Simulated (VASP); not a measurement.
# MgO5 (P6/mmm) in VASP: single point with PBE

Aim: the single point of MgO5 with PBE.

Program: VASP 6.6.1. These are calculated values, not measurements. Logs are shortened: lines on timing, memory, paths and dates and some standing lists are left out, and cuts for length are marked.

### 1 The cell of the first run

It takes space group P6/mmm (No. 191, hexagonal). The conventional cell has a = 4.249 Å, b = 4.249 Å, c = 3.685 Å, α = 90.00°, β = 90.00°, γ = 120.00°. Mg (site symmetry 6/mmm) has 8 O at 1.84 to 2.45 Å within 2.5 Å. Within 2.5 Å of O (site symmetry -6m2) lie 5 O at 1.84 to 2.45 Å and 3 Mg at 2.45 Å. O (site symmetry 6/mmm) has 2 Mg at 1.84 Å and 6 O at 2.45 Å within 2.5 Å. O (site symmetry -6m2) has 8 O at 1.84 to 2.45 Å within 2.5 Å.

The cell was built from a structure type or drawn by symmetry, and may not be a known phase.

### 2 Single point, PBE, collinear spin, ferrimagnetic start

INCAR

```
SYSTEM = MgO5
PREC     = Accurate       ! precision mode
ENCUT    = 520            ! plane-wave cutoff, eV
EDIFF    = 1E-6           ! SCF threshold, eV
ISMEAR   = 0              ! smearing method
SIGMA    = 0.1            ! smearing width, eV
LREAL    = .False.        ! projectors in reciprocal space
LASPH    = .True.         ! aspherical terms in the spheres
NELM     = 150            ! most SCF steps
ALGO     = Normal         ! electronic algorithm
ISIF     = 2              ! what is computed and relaxed
LWAVE    = .False.        ! write WAVECAR
LCHARG   = .True.         ! write CHGCAR
ISPIN    = 2              ! spin polarisation
MAGMOM   = 0 -0.35 -0.35 1.03 0.77 0.77 ! initial moments
LORBIT   = 11             ! projections on sites
GGA      = PE             ! functional
LELF     = .True.         ! ELF
LVHAR    = .True.       
NBANDS   = 29             ! bands
```

KPOINTS

```
Automatic mesh
0
Gamma
  12 12 10
  0 0 0
```

POSCAR

```
MgO5
1.0
    4.2491363412      0.0000000000      0.0000000000
   -2.1245681706      3.6798600156      0.0000000000
    0.0000000000      0.0000000000      3.6847802553
Mg O
1 5
Direct
    0.0000000000      0.0000000000      0.5000000000
    0.3333333333      0.6666666667      0.5000000000
    0.6666666667      0.3333333333      0.5000000000
    0.0000000000      0.0000000000      0.0000000000
    0.3333333333      0.6666666667      0.0000000000
    0.6666666667      0.3333333333      0.0000000000
```

Potentials or basis: VASP PAW PBE potentials, release 64 (Mg, O).

The run is started by

```bash
$ cat potpaw_PBE.64/Mg/POTCAR potpaw_PBE.64/O/POTCAR > POTCAR
$ mpirun -np 1 vasp_std > vasp.out
```

OUTCAR:

```text
SYSTEM = MgO5
   PREC = Accurate
   ENCUT = 520
   EDIFF = 1E-6
   ISMEAR = 0
   LREAL = .False.
   LASPH = .True.
   NELM = 150
   ISIF = 2
   ISPIN = 2
   LORBIT = 11
   GGA = PE

 ion  position               nearest neighbor table
   1  0.000  0.000  0.500-   4 1.84   4 1.84   2 2.45   3 2.45   2 2.45   3 2.45   3 2.45   2 2.45

   2  0.333  0.667  0.500-   5 1.84   5 1.84   1 2.45   1 2.45   1 2.45
   3  0.667  0.333  0.500-   6 1.84   6 1.84   1 2.45   1 2.45   1 2.45
   4  0.000  0.000  0.000-   1 1.84   1 1.84
   5  0.333  0.667  0.000-   2 1.84   2 1.84
   6  0.667  0.333  0.000-   3 1.84   3 1.84

  LATTYP: Found a hexagonal cell.
 ALAT       =     4.2491363412
 C/A-ratio  =     0.8671833425

  Lattice vectors:

 A1 = (   4.2491363412,   0.0000000000,   0.0000000000)
 A2 = (  -2.1245681706,   3.6798600156,   0.0000000000)
 A3 = (   0.0000000000,   0.0000000000,   3.6847802553)

Analysis of symmetry for initial positions (statically):
=====================================================================
 Subroutine PRICEL returns:
 Original cell was already a primitive cell.

 Routine SETGRP: Setting up the symmetry group for a
 hexagonal supercell.

 Subroutine GETGRP returns: Found 24 space group operations
 (whereof 24 operations were pure point group operations)
 out of a pool of 24 trial point group operations.

The static configuration has the point symmetry D_6h.

Analysis of symmetry for dynamics (positions and initial velocities):
=====================================================================
 Subroutine PRICEL returns:
 Original cell was already a primitive cell.

 Routine SETGRP: Setting up the symmetry group for a
 hexagonal supercell.

 Subroutine GETGRP returns: Found 24 space group operations
 (whereof 24 operations were pure point group operations)
 out of a pool of 24 trial point group operations.

The dynamic configuration has the point symmetry D_6h.

Analysis of structural, dynamic, and magnetic symmetry:
=====================================================================
 Subroutine PRICEL returns:
 Original cell was already a primitive cell.

 Routine SETGRP: Setting up the symmetry group for a
 hexagonal supercell.

 Subroutine GETGRP returns: Found 24 space group operations
 (whereof 24 operations were pure point group operations)
 out of a pool of 24 trial point group operations.

The overall configuration has the point symmetry D_6h.

 Subroutine INISYM returns: Found 24 space group operations
 (whereof 24 operations are pure point group operations),
 and found     1 'primitive' translations

----------------------------------------------------------------------------------------

                                     Primitive cell

  volume of cell :      57.6161

  direct lattice vectors                    reciprocal lattice vectors
     4.249136341  0.000000000  0.000000000     0.235341942  0.135874734  0.000000000
    -2.124568171  3.679860016  0.000000000     0.000000000  0.271749468  0.000000000
     0.000000000  0.000000000  3.684780255     0.000000000  0.000000000  0.271386604

  length of vectors
     4.249136341  4.249136341  3.684780255     0.271749468  0.271749468  0.271386604

  position of ions in fractional coordinates (direct lattice)
     0.000000000  0.000000000  0.500000000
     0.333333333  0.666666667  0.500000000
     0.666666667  0.333333333  0.500000000
     0.000000000  0.000000000  0.000000000
     0.333333333  0.666666667  0.000000000
     0.666666667  0.333333333  0.000000000

  ion indices of the primitive-cell ions
   primitive index   ion index
                 1           1
                 2           2
                 3           3
                 4           4
                 5           5
                 6           6

----------------------------------------------------------------------------------------

 KPOINTS: Automatic mesh

Automatic generation of k-mesh.
 Grid dimensions read from file:
 generate k-points for:   12   12   10

 Generating k-lattice:

  Cartesian coordinates                     Fractional coordinates (reciprocal lattice)
[... 40 lines left out ...]
  0.333333  0.000000  0.100000     12.000000
 [... further k-points ...]
   k-points           NKPTS =    114   k-points in BZ     NKDIM =    114   number of bands    NBANDS=     29
   number of dos      NEDOS =    301   number of ions     NIONS =      6
   total plane-waves  NPLWV =  28672
   dimension x,y,z NGX =    32 NGY =   32 NGZ =   28
   dimension x,y,z NGXF=    64 NGYF=   64 NGZF=   56
   ions per type =               1   5
   NGX,Y,Z   is equivalent  to a cutoff of  12.52, 12.52, 12.63 a.u.
   NGXF,Y,Z  is equivalent  to a cutoff of  25.04, 25.04, 25.27 a.u.
 SYSTEM =  MgO5
   PREC   = accura    normal or accurate (medium, high low for compatibility)
   ISTART =      0    job   : 0-new  1-cont  2-samecut
   ICHARG =      2    charge: 1-file 2-atom 10-const
   ISPIN  =      2    spin polarized calculation?
   LNONCOLLINEAR =      F non collinear calculations
   LSORBIT =      F    spin-orbit coupling
   LASPH  =      T    aspherical Exc in radial PAW
   ENCUT  =  520.0 eV  38.22 Ry    6.18 a.u.   7.90  7.90  6.85*2*pi/ulx,y,z
   NELM   =    150;   NELMIN=  2; NELMDL= -5     # of ELM steps
   EDIFF  = 0.1E-05   stopping-criterion for ELM
   LREAL  =      F    real-space projection
   EDIFFG = 0.1E-04   stopping-criterion for IOM
   NSW    =      0    number of steps for IOM
   IBRION =     -1    ionic relax: 0-MD 1-quasi-New 2-CG
   NFREE  =      0    steps in history (QN), initial steepest desc. (CG)
   ISIF   =      2    stress and relaxation
   ISYM   =      2    0-nonsym 1-usesym 2-fastsym
   POTIM  = 0.5000    time-step for ionic-motion
   TEBEG  =    0.0;   TEEND  =   0.0 temperature during run
   PSTRESS=    0.0 pullay stress
   NELECT =      32.0000    total number of electrons
   NUPDOWN=      -1.0000    fix difference up-down
   EMIN   =  10.00;   EMAX   =-10.00  energy-range for DOS
   EFERMI =   0.00;   METHOD = LEGACY
   ISMEAR =     0;   SIGMA  =   0.10  broadening in eV -4-tet -1-fermi 0-gaus
   EFERMI_NEDOS =   21; number of points for ismear=-14 and -15
   IALGO  =     38    algorithm
   IMIX   =      4    mixing-type and parameters
     AMIX     =   0.40;   BMIX     =  1.00
     AMIX_MAG =   1.60;   BMIX_MAG =  1.00
  volume/ion in A,a.u.               =       9.60        64.80
  Fermi-wavevector in a.u.,A,eV,Ry     =   1.345686  2.542977 24.638382  1.810870
  Thomas-Fermi vector in A             =   2.473579
   LORBIT       =     11    0 simple, 1 ext, 2 COOP (PROOUT), +10 PAW based schemes
   GGA     = PE    functional components
   LHFCALC =     F    Hartree Fock is set to
   AEXX    =    0.0000 exact exchange contribution
   IVDW    =     0    specifies the selected vdW correction
   LEPSILON=     F    determine dielectric tensor
   LRPA    =     F    only Hartree local field effects (RPA)
 spin polarized calculation
 Gauss-broadening in eV      SIGMA  =   0.10
  energy-cutoff  :      520.00
  volume of cell :       57.62
 maximum number of plane-waves:      1596
 NGX is ok and might be reduce to    32
   NGX = 15   NGY = 15   NGZ = 13

 number of electron      32.0000000 magnetization       1.9536406

 Free energy of the ion-electron system (eV)
  ---------------------------------------------------
  ext. energy  EPLUGINS =         0.00000000
  ---------------------------------------------------
  free energy    TOTEN  =       -23.84040073 eV

  energy without entropy =      -23.82427287  energy(sigma->0) =      -23.83233680

 E-fermi :   1.4510     XC(G=0): -10.8247

 val. band max:        1.4444757157   @ k =   0.5000   0.0000   0.5000
 cond. band min:       1.4518229376   @ k =   0.4167   0.0000   0.2000
 fundamental gap:      0.0073472219
 Fermi energy:         1.4510142978

 spin component 1

 k-point     1 :       0.0000    0.0000    0.0000
  band No.  band energies     occupation
      1     -18.7962      1.00000
      2     -16.9377      1.00000
      3     -15.8612      1.00000
      4     -13.5120      1.00000
      5     -12.3166      1.00000
      6      -5.4969      1.00000
[... 733 lines left out ...]
     27      17.5025      0.00000
     28      19.4244      0.00000

 [... further k-points ...]

 spin component 2

 k-point     1 :       0.0000    0.0000    0.0000
  band No.  band energies     occupation
      1     -18.3514      1.00000
      2     -16.5533      1.00000
      3     -14.3991      1.00000
      4     -12.8836      1.00000
      5     -11.9213      1.00000
      6      -5.3481      1.00000
[... 733 lines left out ...]
     27      17.6887      0.00000
     28      19.5552      0.00000

 [... further k-points ...]

 [bands above 28 left out]

------------------------ aborting loop because EDIFF is reached ----------------------------------------

  FORCE on cell =-STRESS in cart. coord.  units (eV):
  Direction    XX          YY          ZZ          XY          YZ          ZX
  --------------------------------------------------------------------------------------
  -------------------------------------------------------------------------------------
  Total       -0.1601856     -0.1601856     -0.0127689      0.0000000     -0.0000000      0.0000000
  in kB       -4.4544142     -4.4544142     -0.3550758      0.0000000     -0.0000000      0.0000000
  external PRESSURE =      -3.0879681 kB  Pullay stress =       0.0000000 kB

 VOLUME and BASIS-vectors are now :
 -----------------------------------------------------------------------------
  energy-cutoff  :      520.00
  volume of cell :       57.62
      direct lattice vectors                 reciprocal lattice vectors
     4.249136341  0.000000000  0.000000000     0.235341942  0.135874734  0.000000000
    -2.124568171  3.679860016  0.000000000     0.000000000  0.271749468  0.000000000
     0.000000000  0.000000000  3.684780255     0.000000000  0.000000000  0.271386604

 POSITION                                       TOTAL-FORCE (eV/Angst)
 -----------------------------------------------------------------------------------
      0.00000      0.00000      1.84239        -0.000000      0.000000     -0.000000
     -0.00000      2.45324      1.84239         0.000000     -0.000000     -0.000000
      2.12457      1.22662      1.84239        -0.000000      0.000000      0.000000
      0.00000      0.00000      0.00000        -0.000000      0.000000     -0.000000
     -0.00000      2.45324      0.00000         0.000000     -0.000000      0.000000
      2.12457      1.22662      0.00000        -0.000000     -0.000000     -0.000000
 -----------------------------------------------------------------------------------
    total drift:                               -0.000000      0.000000     -0.000000

  FREE ENERGIE OF THE ION-ELECTRON SYSTEM (eV)
  ---------------------------------------------------
  free  energy   TOTEN  =       -23.8404007254 eV

  energy  without entropy=      -23.8242728711  energy(sigma->0) =      -23.83233680

 total charge

# of ion       s       p       d       tot
------------------------------------------
    1        0.144   0.165   0.073   0.383
    2        1.630   3.084   0.000   4.714
    3        1.630   3.084   0.000   4.714
    4        1.604   3.287   0.000   4.890
    5        1.648   2.962   0.000   4.610
    6        1.648   2.962   0.000   4.610
--------------------------------------------------
tot          8.303  15.544   0.073  23.920

 magnetization (x)

# of ion       s       p       d       tot
------------------------------------------
    1       -0.004  -0.001   0.001  -0.004
    2       -0.001  -0.310   0.000  -0.311
    3       -0.001  -0.310   0.000  -0.311
    4        0.013   0.915   0.000   0.927
    5        0.005   0.685   0.000   0.690
    6        0.005   0.685   0.000   0.690
--------------------------------------------------
tot          0.017   1.662   0.001   1.681
```

Wall time 5.4 min (1 thread of Intel Xeon Platinum 8259CL at 2.50GHz (Skylake/Cascade Lake), shared host); peak memory 0.38 GiB.

What came out:

```yaml
Free_energy: -23.8404 eV
Pressure: -0.3 GPa
Net_moment: 1.95 μB per cell
Site_moments: Mg -0.00; O -0.31, +0.93, +0.69 (each value once) μB
Valence_electrons_inside_the_program's_atomic_spheres: Mg 0.38; O 4.71, 4.89, 4.61 (each value once)
```
